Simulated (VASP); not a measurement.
Here is a VASP 6.6.1 calculation.

File POSCAR:

```
Ti
1.0
    4.4538211635      0.0000000000      0.0000000000
   -2.2269105818      3.8571222715      0.0000000000
    0.0000000000      0.0000000000      2.8245629368
Ti
3
Direct
    0.0000000000      0.0000000000      0.0000000000
    0.3333333333      0.6666666667      0.5000000000
    0.6666666667      0.3333333333      0.5000000000
```

The input INCAR.step1:

```
PREC = Accurate ; ENCUT = 520
ISMEAR = 0 ; SIGMA = 0.15
LREAL = F ; LASPH = T
NELM = 100 ; NBANDS = 25
GGA = PE ; ALGO = Normal
EDIFF = 1E-4 ; LWAVE = T
LCHARG = F
```

File INCAR.step2:

```
PREC = Accurate ; ENCUT = 520
EDIFF = 1E-7 ; ISMEAR = 0
SIGMA = 0.15 ; LREAL = F
LASPH = T ; NELM = 100
ALGO = Normal ; ISIF = 2
LWAVE = F ; LCHARG = T
METAGGA = R2SCAN ; LMIXTAU = T
LELF = T ; LVHAR = T
NBANDS = 25 ; ISTART = 1
```

Contents of KPOINTS:

```
regular mesh
0
Gamma
  12 12 16
```

Potentials or basis: VASP PAW PBE potentials, release 64 (Ti_sv).

Command:

```console
$ cat potpaw_PBE.64/Ti_sv/POTCAR > POTCAR
$ cp INCAR.step1 INCAR
$ mpirun -np 1 vasp_std > vasp.out
$ cp INCAR.step2 INCAR
$ mpirun -np 1 vasp_std > vasp.out
```

Q: What does it give for the band gap on the k mesh?

A: Zero (band 18 reaches 9.39 eV, above the bottom of band 19 at 8.96 eV).

Q: Predict the pressure.

A: 6.9 GPa.

Stress tensor (GPa, compression positive):
```
8.54 0.00 0.00
0.00 8.54 0.00
0.00 0.00 3.55
```

Caveat: the cell differs from its parent crystal (strain -0.025 along x and y, +0.000 along z); the PAW data sets were made with another functional, which shifts forces and pressure a little.
